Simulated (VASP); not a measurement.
Runs of VASP 6.6.1 on H. The structure is that of space group P6_3/mmc (No. 194), or close to it. The cells are those of the table. 

| task | level | cell | cutoff (eV) | gap on the mesh (eV) | pressure (GPa) |
| --- | --- | --- | --- | --- | --- |
| electric field gradients | PBEsol | a = 1.988, b = 1.988, c = 3.193 Å, angles 90.0, 90.0, 120.0°, 2 atoms | 400 | none | (b) |
| single point | PBE | a = 2.015, b = 2.015, c = 3.237 Å, angles 90.0, 90.0, 120.0°, 2 atoms | 500 | none | -23.9 |
| electric field gradients | r2SCAN | a = 2.015, b = 2.015, c = 3.237 Å, angles 90.0, 90.0, 120.0°, 2 atoms | 440 | none | -25.2 |
| single point | PBEsol | a = 2.015, b = 2.015, c = 3.237 Å, angles 90.0, 90.0, 120.0°, 2 atoms | 500 | none | -25.6 |
| electric field gradients | PBEsol | a = 2.015, b = 2.015, c = 3.237 Å, angles 90.0, 90.0, 120.0°, 2 atoms | 400 | none | (a) |

Alike in all rows: potentials or basis VASP PAW PBE potentials, release 64 (H); no spin polarisation; k mesh 13 × 13 × 7; smearing fermi-dirac 0.03 eV.

Problem. Estimate the missing entries.

Solution. (a) -26.2; (b) -26.5.

Caveats: the atoms stand far beyond bonding distance, and open shells without spin polarisation read as a metal; the cell stands under tension (at least some runs); the PAW data sets were made with another functional, which shifts forces and pressure a little (at least some runs); the stress differs along the axes, from -29 to -23 GPa (at least some runs).

A gap of «none» marks levels without a gap at the run's occupations.
